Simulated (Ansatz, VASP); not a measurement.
Sc3I2: VASP beside Ansatz

```xyz
5
Lattice="4.9446 0.0000 0.0000 -2.4723 4.2822 0.0000 0.0000 0.0000 6.1198" Properties=species:S:1:pos:R:3 pbc="T T T"
Sc    0.0000    0.0000    0.0000
Sc    0.0000    2.8548    4.0981
Sc    2.4723    1.4274    2.0217
I     0.0000    2.8548    1.1712
I     2.4723    1.4274    4.9486
```

Alike in both runs: functional PBE; k mesh 12 × 12 × 6; occupations gaussian, width 0.1 eV; no spin polarisation.

Ansatz relaxed the structure, and its values are those at the end. VASP's run is a single point on that final structure, the one shown.

|  | VASP | Ansatz |
| --- | --- | --- |
| version | VASP 6.6.1 | Ansatz 0.2.0 |
| potentials or method | VASP PAW PBE potentials, release 64 (Sc_sv, I), cutoff 520 eV | scalar-relativistic, plane waves, PAW |
| valence electrons in the cell | 47 | 67 |

```tsv
	VASP	Ansatz	Ansatz less VASP
gap on the k mesh at the Fermi level (eV)	none	none	-
pressure (GPa)	0.0	0.0	-0.04
```

A gap of «none» marks a metal or a gap that the smearing closes. VASP's potentials hold 47 valence electrons a cell and Ansatz's 67, so a difference there can come from the potentials and not from the codes.

Neither program's run includes spin-orbit coupling.
